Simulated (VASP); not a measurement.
NaH:

```xyz
2
Lattice="0.0000 2.4215 2.4215 2.4215 0.0000 2.4215 2.4215 2.4215 0.0000" Properties=species:S:1:pos:R:3 pbc="T T T"
Na    0.0000    0.0000    0.0000
H     2.4215    2.4215    2.4215
```

This cell differs from its parent crystal: strain +1.0%.

Base run:

| Quantity | Value |
| --- | --- |
| Program | VASP 6.6.1 |
| Functional | r2SCAN |
| Potentials or basis | VASP PAW PBE potentials, release 64 (Na_pv, H) |
| Cutoff | 520 eV |
| k mesh | 10 × 10 × 10 |
| Occupations | gaussian, width 0.01 eV |
| Spin | no spin polarisation |

Its results: band gap on the k mesh 4.37 eV (least direct gap 5.19 eV); pressure -0.8 GPa.

Q: The run is repeated on the same cell with these changes: functional from r2SCAN to PBE; k mesh from 10 × 10 × 10 to 6 × 6 × 6. What comes out?

A: Band gap on the k mesh 3.79 eV (least direct gap 4.60 eV); pressure -0.2 GPa.

Several settings changed at once.

Caveats: the PAW data sets were made with another functional, which shifts forces and pressure a little (at least some runs).

A k mesh can miss the band edges.
